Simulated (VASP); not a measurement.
Write the native input for VASP 6.6.1 that does the following.

```
Task                   : single point
Functional             : r2SCAN
Potentials or basis    : VASP PAW PBE potentials, release 64 (Ir)
Cutoff                 : 520 eV
k mesh                 : 18 × 18 × 18
Occupations            : gaussian, width 0.1 eV
Spin                   : no spin polarisation
Dipole correction      : no
Further INCAR settings : ALGO = Normal; EDIFF = 1e-06; NBANDS = 10
```

Ir:

```
CELL_PARAMETERS angstrom
0.00000 1.94111 1.94111
1.94111 0.00000 1.94111
1.94111 1.94111 0.00000
ATOMIC_POSITIONS crystal
Ir 0.00000 0.00000 0.00000
```

This cell differs from its parent crystal: volume scaled by 1.03.

The input as run:

POSCAR

```
Ir
1.0
    0.0000000000      1.9411115100      1.9411115100
    1.9411115100      0.0000000000      1.9411115100
    1.9411115100      1.9411115100      0.0000000000
Ir
1
Direct
    0.0000000000      0.0000000000      0.0000000000
```

INCAR.step1

```
SYSTEM = Ir
  ALGO = Normal
  EDIFF = 1E-4
  ENCUT = 520
  GGA = PE
  ISMEAR = 0
  LASPH = .TRUE.
  LCHARG = .FALSE.
  LREAL = .FALSE.
  LWAVE = .TRUE.
  NBANDS = 10
  NELM = 100
  PREC = Accurate
  SIGMA = 0.1
```

INCAR.step2

```
SYSTEM = Ir
  ALGO = Normal
  EDIFF = 1E-6
  ENCUT = 520
  ISIF = 2
  ISMEAR = 0
  ISTART = 1
  LASPH = .TRUE.
  LCHARG = .FALSE.
  LMIXTAU = .TRUE.
  LREAL = .FALSE.
  LWAVE = .FALSE.
  METAGGA = R2SCAN
  NBANDS = 10
  NELM = 100
  PREC = Accurate
  SIGMA = 0.1
```

KPOINTS

```
k-points
0
G
  18 18 18
  0 0 0
```

Potentials or basis: VASP PAW PBE potentials, release 64 (Ir).

Launch:

```bash
$ cat potpaw_PBE.64/Ir/POTCAR > POTCAR
$ cp INCAR.step1 INCAR
$ mpirun -np 1 vasp_std > vasp.out
$ cp INCAR.step2 INCAR
$ mpirun -np 1 vasp_std > vasp.out
```

Results of the run:

```
Pressure : -8.2 GPa
```

Caveat: the PAW data sets were made with another functional, which shifts forces and pressure a little.

Wall time 72 s on 1 thread of Intel(R) Xeon(R) Platinum 8259CL CPU @ 2.50GHz (Skylake/Cascade Lake) (shared host), peak memory 0.15 GiB.
